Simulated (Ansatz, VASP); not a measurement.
# Sn2F in VASP and in Ansatz

```xyz
6
Lattice="3.2746 0.0000 0.0000 -1.6373 2.8359 0.0000 0.0000 0.0000 14.0697" Properties=species:S:1:pos:R:3 pbc="T T T"
Sn    1.6373    0.9453   12.5612
Sn    0.0000    1.8906    5.5263
Sn    1.6373    0.9453    8.5434
Sn    0.0000    1.8906    1.5085
F     0.0000    0.0000   10.5523
F     0.0000    0.0000    3.5174
```

Change from the starting cell: species swapped into the Hf2S type (P6_3/mmc, No. 194).

Alike in both runs: functional PBE; k mesh 12 × 12 × 4; occupations gaussian, width 0.1 eV; no spin polarisation.

Ansatz relaxed the structure, and its values are those at the end. VASP's run is a single point on that final structure, the one shown.

```csv
,VASP,Ansatz
version,VASP 6.6.1,Ansatz 0.2.0
potentials or method,"VASP PAW PBE potentials, release 64 (Sn_d, F), cutoff 520 eV","scalar-relativistic, plane waves, PAW"
valence electrons in the cell,70,70
```

Ansatz gave:

```
gap on the k mesh at the Fermi level (eV) : none
pressure (GPa)                            : 0.0
rms of the force components (eV/Å)        : 0.000
```

Estimate VASP's values.

gap on the k mesh at the Fermi level (eV): none; pressure (GPa): -0.1; rms of the force components (eV/Å): 0.003.

A gap of «none» marks a metal or a gap that the smearing closes.
